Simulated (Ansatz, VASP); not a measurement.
# GaGe in VASP and in Ansatz

```
Ge Ga
1.0
     0.01646    2.80778    2.90776
     2.87087   -0.01043    2.93465
     2.88479    2.84860   -0.02435
Ge Ga
1 1
Direct
  0.00000 0.00000 0.00000
  0.25000 0.25000 0.25000
```

Change from the starting cell: volume scaled by 0.98.

Alike in both runs: task single point; functional PBEsol; k mesh 6 × 6 × 6; occupations gaussian, width 0.05 eV; non-collinear spin, spin-orbit coupling.

|  | VASP | Ansatz |
| --- | --- | --- |
| version | VASP 6.6.1 | Ansatz 0.2.0 |
| potentials or method | VASP PAW PBE potentials, release 64 (Ge_d, Ga_d), cutoff 520 eV | all-electron LAPW, relativistic spinors |

|  | VASP | Ansatz | Ansatz less VASP |
| --- | --- | --- | --- |
| pressure (GPa) | -1.6 | -1.6 | +0.04 |
| traceless stress, the component that is largest in VASP (GPa) | 0.67 | 0.67 | 0.000 |
| rms of the force components (eV/Å) | 0.119 | 0.119 | +0.0002 |

VASP's potentials were made for PBE, not for PBEsol. Atom by atom the forces differ by 0.000 eV/Å (rms over components). Ansatz ran all-electron here, and VASP with PAW potentials.

Noted on Ansatz's run: the k mesh is thin for a metal, which can move the energy by tens of meV per atom.
